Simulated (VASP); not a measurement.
# TiTe2 (P-3m1) in VASP: electric field gradients with PBE

Aim: the electric field gradients of TiTe2 with PBE.

All numbers are computed with VASP 6.6.1; they aren't measurements. Logs are shortened: lines on timing, memory, paths and dates and some standing lists are left out, and cuts for length are marked.

### 1 The cell of the first run

The structure is trigonal, space group P-3m1 (No. 164). Conventional cell: a = 3.777 Å, b = 3.777 Å, c = 6.498 Å, α = 90.00°, β = 90.00°, γ = 120.00°. Within 3.8 Å of Ti (site symmetry -3m) lie 6 Te at 2.77 Å and 6 Ti at 3.78 Å. Within 3.8 Å of Te (site symmetry 3m) lie 3 Ti at 2.77 Å and 9 Te at 3.77 to 3.78 Å.

### 2 Electric field gradients, PBE, non-collinear spin, zero start, spin-orbit coupling

INCAR

```
ALGO = Normal
EDIFF = 1E-8
ENCUT = 400
GGA = PE
GGA_COMPAT = False
ISIF = 2
ISMEAR = -1
LASPH = True
LCHARG = False
LEFG = True
LMAXMIX = 4
LORBIT = 11
LORBMOM = True
LREAL = False
LSORBIT = True
LWAVE = False
MAGMOM = 0 0 0 0 0 0 0 0 0
NBANDS = 37
NELM = 200
PREC = Accurate
SIGMA = 0.05
```

KPOINTS

```
k-points
0
Gamma
  10 10 5
```

POSCAR

```
TiTe2
1.0
    3.7770000000      0.0000000000      0.0000000000
   -1.8885000000      3.2709779501      0.0000000000
    0.0000000000      0.0000000000      6.4980000000
Ti Te
1 2
Direct
    0.0000000000      0.0000000000      0.0000000000
    0.6666666667      0.3333333333      0.2632543732
    0.3333333333      0.6666666667      0.7367456268
```

Potentials or basis: VASP PAW PBE potentials, release 64 (Ti_sv, Te).

On the command line:

```
> cat potpaw_PBE.64/Ti_sv/POTCAR potpaw_PBE.64/Te/POTCAR > POTCAR
> mpirun -np 1 vasp_ncl > vasp.out
```

OUTCAR:

```text
EDIFF = 1E-8
   ENCUT = 400
   GGA = PE
   ISIF = 2
   ISMEAR = -1
   LASPH = True
   LORBIT = 11
   LREAL = False
   LSORBIT = True
   NELM = 200
   PREC = Accurate

 ion  position               nearest neighbor table
   1  0.000  0.000  0.000-   2 2.77   3 2.77   2 2.77   3 2.77   2 2.77   3 2.77
   2  0.667  0.333  0.263-   1 2.77   1 2.77   1 2.77
   3  0.333  0.667  0.737-   1 2.77   1 2.77   1 2.77

  LATTYP: Found a hexagonal cell.
 ALAT       =     3.7770000000
 C/A-ratio  =     1.7204130262

  Lattice vectors:

 A1 = (   3.7770000000,   0.0000000000,   0.0000000000)
 A2 = (  -1.8885000000,   3.2709779501,   0.0000000000)
 A3 = (   0.0000000000,   0.0000000000,   6.4980000000)

Analysis of symmetry for initial positions (statically):
=====================================================================
 Subroutine PRICEL returns:
 Original cell was already a primitive cell.

 Routine SETGRP: Setting up the symmetry group for a
 hexagonal supercell.

 Subroutine GETGRP returns: Found 12 space group operations
 (whereof 12 operations were pure point group operations)
 out of a pool of 24 trial point group operations.

The static configuration has the point symmetry D_3d.

Analysis of symmetry for dynamics (positions and initial velocities):
=====================================================================
 Subroutine PRICEL returns:
 Original cell was already a primitive cell.

 Routine SETGRP: Setting up the symmetry group for a
 hexagonal supercell.

 Subroutine GETGRP returns: Found 12 space group operations
 (whereof 12 operations were pure point group operations)
 out of a pool of 24 trial point group operations.

The dynamic configuration has the point symmetry D_3d.

Analysis of structural, dynamic, and magnetic symmetry:
=====================================================================
 Subroutine PRICEL returns:
 Original cell was already a primitive cell.

 Routine SETGRP: Setting up the symmetry group for a
 hexagonal supercell.

 Subroutine GETGRP returns: Found 12 space group operations
 (whereof 12 operations were pure point group operations)
 out of a pool of 24 trial point group operations.

The overall configuration has the point symmetry D_3d.

 Subroutine INISYM returns: Found 12 space group operations
 (whereof 12 operations are pure point group operations),
 and found     1 'primitive' translations

----------------------------------------------------------------------------------------

                                     Primitive cell

  volume of cell :      80.2794

  direct lattice vectors                    reciprocal lattice vectors
     3.777000000  0.000000000  0.000000000     0.264760392  0.152859484  0.000000000
    -1.888500000  3.270977950  0.000000000     0.000000000  0.305718967  0.000000000
     0.000000000  0.000000000  6.498000000     0.000000000  0.000000000  0.153893506

  length of vectors
     3.777000000  3.777000000  6.498000000     0.305718967  0.305718967  0.153893506

  position of ions in fractional coordinates (direct lattice)
     0.000000000  0.000000000  0.000000000
     0.666666667  0.333333333  0.263254373
     0.333333333  0.666666667  0.736745627

  ion indices of the primitive-cell ions
   primitive index   ion index
                 1           1
                 2           2
                 3           3

----------------------------------------------------------------------------------------

 KPOINTS: k-points

Automatic generation of k-mesh.
 Grid dimensions read from file:
 generate k-points for:   10   10    5

 Generating k-lattice:

  Cartesian coordinates                     Fractional coordinates (reciprocal lattice)
     0.026476039  0.015285948  0.000000000     0.100000000 -0.000000000  0.000000000
     0.000000000  0.030571897  0.000000000     0.000000000  0.100000000  0.000000000
     0.000000000  0.000000000  0.030778701     0.000000000  0.000000000  0.200000000

[... 1068 lines left out ...]
  energy-cutoff  :      400.00
  volume of cell :       80.28
      direct lattice vectors                 reciprocal lattice vectors
     3.777000000  0.000000000  0.000000000     0.264760392  0.152859484  0.000000000
    -1.888500000  3.270977950  0.000000000     0.000000000  0.305718967  0.000000000
     0.000000000  0.000000000  6.498000000     0.000000000  0.000000000  0.153893506

 POSITION                                       TOTAL-FORCE (eV/Angst)
 -----------------------------------------------------------------------------------
      0.00000      0.00000      0.00000         0.000000      0.000000     -0.000000
      1.88850      1.09033      1.71063         0.000000     -0.000000      0.025484
     -0.00000      2.18065      4.78737        -0.000000      0.000000     -0.025484
 -----------------------------------------------------------------------------------
    total drift:                               -0.000000     -0.000000     -0.000000

  FREE ENERGIE OF THE ION-ELECTRON SYSTEM (eV)
  ---------------------------------------------------
  free  energy   TOTEN  =       -16.4278771069 eV

  energy  without entropy=      -16.4158379132  energy(sigma->0) =      -16.42185751

 Electric field gradients (V/A^2)
---------------------------------------------------------------------
 ion       V_xx      V_yy      V_zz      V_xy      V_xz      V_yz
---------------------------------------------------------------------
   1      13.385    13.387   -26.773     0.002     0.000    -0.000
   2      28.248    28.248   -56.496    -0.000     0.000    -0.000
   3      28.248    28.248   -56.496    -0.000     0.000    -0.000
---------------------------------------------------------------------

 Electric field gradients after diagonalization (V/A^2)
 (convention: |V_zz| > |V_xx| > |V_yy|)
----------------------------------------------------------------------
 ion       V_xx      V_yy      V_zz     asymmetry (V_yy - V_xx)/ V_zz
----------------------------------------------------------------------
   1      13.388    13.384   -26.773       0.000
   2      28.248    28.248   -56.496       0.000
   3      28.248    28.248   -56.496       0.000
----------------------------------------------------------------------

           NMR quadrupolar parameters

 Cq : quadrupolar parameter    Cq=e*Q*V_zz/h
 eta: asymmetry parameters     (V_yy - V_xx)/ V_zz
 Q  : nuclear electric quadrupole moment in mb (millibarn)
----------------------------------------------------------------------
 ion       Cq(MHz)       eta       Q (mb)
----------------------------------------------------------------------
   1      -0.065       0.000       1.000
   2      -0.137       0.000       1.000
   3      -0.137       0.000       1.000
----------------------------------------------------------------------

 orbital moment (x)

 # of ion     p       d       tot
 ----------------------------------------
  1        -0.000  -0.000  -0.000
  2         0.000  -0.000   0.000
  3         0.000   0.000   0.000
 ----------------------------------------
            0.000  -0.000   0.000

 orbital moment (y)

 # of ion     p       d       tot
 ----------------------------------------
  1         0.000   0.000   0.000
  2        -0.000   0.000  -0.000
  3        -0.000   0.000  -0.000
 ----------------------------------------
           -0.000   0.000  -0.000

 orbital moment (z)

 # of ion     p       d       tot
 ----------------------------------------
  1         0.000   0.000   0.000
  2         0.000   0.000   0.000
  3         0.000   0.000   0.000
 ----------------------------------------
            0.000   0.000   0.000

 Spin-Orbit-Coupling matrix elements

 Ion:    1  E_soc:     -0.0144716
 l=   1
     0.0000000    -0.0018684    -0.0018495
    -0.0018684     0.0000000    -0.0018684
    -0.0018495    -0.0018684     0.0000000
 l=   2
     0.0000000    -0.0001499     0.0000000    -0.0001499    -0.0002958
    -0.0001499     0.0000000    -0.0002630    -0.0002279    -0.0001499
     0.0000000    -0.0002630     0.0000000    -0.0002630     0.0000000
    -0.0001499    -0.0002279    -0.0002630     0.0000000    -0.0001499
    -0.0002958    -0.0001499     0.0000000    -0.0001499     0.0000000
 l=   3
     0.0000000     0.0000000     0.0000000     0.0000000     0.0000000     0.0000000     0.0000000
     0.0000000     0.0000000     0.0000000     0.0000000     0.0000000     0.0000000     0.0000000
     0.0000000     0.0000000     0.0000000     0.0000000     0.0000000     0.0000000     0.0000000
     0.0000000     0.0000000     0.0000000     0.0000000     0.0000000     0.0000000     0.0000000
[... 29 lines left out ...]
 l=   2
     0.0000000    -0.0000164     0.0000000    -0.0000164    -0.0000739
    -0.0000164     0.0000000    -0.0000266     0.0000175    -0.0000164
     0.0000000    -0.0000266     0.0000000    -0.0000266     0.0000000
    -0.0000164     0.0000175    -0.0000266     0.0000000    -0.0000164
    -0.0000739    -0.0000164     0.0000000    -0.0000164     0.0000000
 l=   3
     0.0000000     0.0000000     0.0000000     0.0000000     0.0000000     0.0000000     0.0000000
     0.0000000     0.0000000     0.0000000     0.0000000     0.0000000     0.0000000     0.0000000
     0.0000000     0.0000000     0.0000000     0.0000000     0.0000000     0.0000000     0.0000000
     0.0000000     0.0000000     0.0000000     0.0000000     0.0000000     0.0000000     0.0000000
     0.0000000     0.0000000     0.0000000     0.0000000     0.0000000     0.0000000     0.0000000
     0.0000000     0.0000000     0.0000000     0.0000000     0.0000000     0.0000000     0.0000000
     0.0000000     0.0000000     0.0000000     0.0000000     0.0000000     0.0000000     0.0000000

 total charge

# of ion       s       p       d       tot
------------------------------------------
    1        2.165   6.119   1.874  10.159
    2        1.383   1.996   0.038   3.417
    3        1.383   1.996   0.038   3.417
--------------------------------------------------
tot          4.931  10.112   1.950  16.993

 magnetization (x)

# of ion       s       p       d       tot
------------------------------------------
    1       -0.000   0.000   0.000   0.000
    2        0.000  -0.000   0.000  -0.000
    3        0.000   0.000   0.000   0.000
--------------------------------------------------
tot         -0.000  -0.000   0.000  -0.000

 magnetization (y)

# of ion       s       p       d       tot
------------------------------------------
    1        0.000  -0.000   0.000  -0.000
    2        0.000   0.000  -0.000  -0.000
    3        0.000   0.000  -0.000  -0.000
--------------------------------------------------
tot          0.000  -0.000  -0.000  -0.000

 magnetization (z)

# of ion       s       p       d       tot
------------------------------------------
    1        0.000   0.000   0.000   0.000
    2        0.000   0.000   0.000   0.000
    3        0.000   0.000   0.000   0.000
--------------------------------------------------
tot          0.000   0.000   0.000   0.000
```

Run time: 3.3 min. Hardware: 1 thread of Intel Xeon 6975P-C (Granite Rapids), shared host; peak memory 0.41 GiB.

What came out:

```
Free energy                                           : -16.4279 eV
Pressure                                              : 0.8 GPa
Largest force                                         : 0.025 eV/Å
Net moment                                            : 0.00 μB per cell
Largest electric field gradient by atom               : Ti -26.8; Te -56.5 V/Å²
Valence electrons inside the program's atomic spheres : Ti 10.16; Te 3.42
```

Forces in eV/Å, atoms in the order of the input:
```
Ti   0.000  0.000  0.000
Te   0.000  0.000  0.025
Te   0.000  0.000 -0.025
```

Moments on the atoms (μB; x, y, z):
```
Ti  0.00 0.00 0.00
Te  0.00 0.00 0.00
Te  0.00 0.00 0.00
```

Electric field gradients, principal values (V/Å²):
| atom | least | middle | greatest (by size) |
| --- | --- | --- | --- |
| 1 Ti | 13.384 | 13.388 | -26.773 |
| 2 Te | 28.248 | 28.248 | -56.496 |
| 3 Te | 28.248 | 28.248 | -56.496 |

Caveat: without QUAD_EFG the Cq values of the log hold for a quadrupole moment of 1 mb, not for the nuclei; this functional lacks dispersion, which binds layers or chains, so the pressure and a relaxed spacing across them are unreliable.
